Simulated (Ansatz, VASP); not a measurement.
Given: the input of a run of VASP 6.6.1 on TiAl3.

INCAR

```
SYSTEM = TiAl3
ALGO = Fast ; EDIFF = 1E-6
ENCUT = 520 ; ISIF = 2
ISMEAR = -1 ; LASPH = .TRUE.
LCHARG = .TRUE. ; LELF = .TRUE.
LREAL = .FALSE. ; LVHAR = .TRUE.
LWAVE = .FALSE. ; NBANDS = 18
NELM = 60 ; PREC = Accurate
SIGMA = 0.05
```

File KPOINTS:

```
k-points
0
G
  9 6 6
  0 0 0
```

POSCAR

```
TiAl3
1.0
    2.8012982818      0.0000000000      0.0000000000
    0.0000000000      4.6179959200      0.0000000000
    0.0000000000      0.0000000000      4.8345076374
Ti Al
1 3
Direct
    0.0000000000      0.5000000000      0.1659160000
    0.0000000000      0.0000000000      0.8359000000
    0.5000000000      0.0000000000      0.3309120000
    0.5000000000      0.5000000000      0.6672710000
```

Potentials or basis: VASP PAW LDA potentials, release 64 (Ti_sv, Al).

Command:

```console
$ cat potpaw_LDA.64/Ti_sv/POTCAR potpaw_LDA.64/Al/POTCAR > POTCAR
$ mpirun -np 1 vasp_std > vasp.out
```

Problem. Set up the same calculation for Ansatz 0.2.0. Potentials there: Ansatz PAW.

Solution. As run (the cutoff follows the program's own potentials):

File input.yaml:

```yaml
crystal:
  lattice:
    - [2.8012982818, 0.0, 0.0]
    - [0.0, 4.61799592, 0.0]
    - [0.0, 0.0, 4.8345076374]
  atoms:
    - { symbol: Ti, position: [0.0, 0.5, 0.165916] }
    - { symbol: Al, position: [0.0, 0.0, 0.8359] }
    - { symbol: Al, position: [0.5, 0.0, 0.330912] }
    - { symbol: Al, position: [0.5, 0.5, 0.667271] }
hamiltonian:
  xc: lda
  pseudopotentials: { kind: paw }
kpoints:
  mp_grid: { grid: [9, 6, 6] }
scf:
  occupations: { method: fermi_dirac, width: 0.05 }
output:
  forces: true
  stress: true
  eigenvalues: true
```

Potentials or basis: Ansatz PAW.

Command:

```sh
$ ansatz run input.yaml --threads 2 --pin off --max-ram 5632MiB --backend cpu --events-out ev --progress --plain --runs-dir out
```

Both were run:

|  | VASP | Ansatz | Ansatz less VASP |
| --- | --- | --- | --- |
| gap on the k mesh at the Fermi level (eV) | none | none | - |
| pressure (GPa) | -1.1 | -1.1 | -0.09 |
| traceless stress, the component that is largest in VASP (GPa) | -2.23 | -2.23 | +0.008 |
| rms of the force components (eV/Å) | 0.024 | 0.025 | +0.0007 |

LDA's correlation is that of Perdew and Zunger in VASP and of Perdew and Wang (1992) in Ansatz. Atom by atom the forces differ by 0.001 eV/Å (rms over components). A gap of «none» marks a metal or a gap that the smearing closes.
